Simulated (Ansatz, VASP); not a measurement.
# CdS: VASP beside Ansatz

```
CELL_PARAMETERS angstrom
0.00000 2.94295 2.94295
2.94295 0.00000 2.94295
2.94295 2.94295 0.00000
ATOMIC_POSITIONS crystal
Cd 0.00000 0.00000 0.00000
S 0.75000 0.75000 0.75000
```

Alike in both runs: task relaxation of cell and atoms; functional PBEsol; k mesh 8 × 8 × 8; occupations gaussian, width 0.02 eV; no spin polarisation.

|  | VASP | Ansatz |
| --- | --- | --- |
| version | VASP 6.6.1 | Ansatz 0.2.0 |
| potentials or method | VASP PAW PBE potentials, release 64 (Cd, S), cutoff 500 eV | scalar-relativistic, plane waves, PAW |
| valence electrons in the cell | 18 | 26 |

VASP gave:

| Item | Value |
| --- | --- |
| gap on the k mesh at the Fermi level, each at its own relaxed structure (eV) | 1.00 |
| relaxed volume (Å³/atom) | 24.86 |
| relaxed cell length with the largest relative difference (Å) | 4.127 |

**Question.** Which values does Ansatz return?

**Answer.** gap on the k mesh at the Fermi level, each at its own relaxed structure (eV): 1.01; relaxed volume (Å³/atom): 24.70; relaxed cell length with the largest relative difference (Å): 4.118.

VASP's potentials were made for PBE, not for PBEsol, and Ansatz warns of the same on its side. VASP's potentials hold 18 valence electrons a cell and Ansatz's 26, so a difference there can come from the potentials and not from the codes.
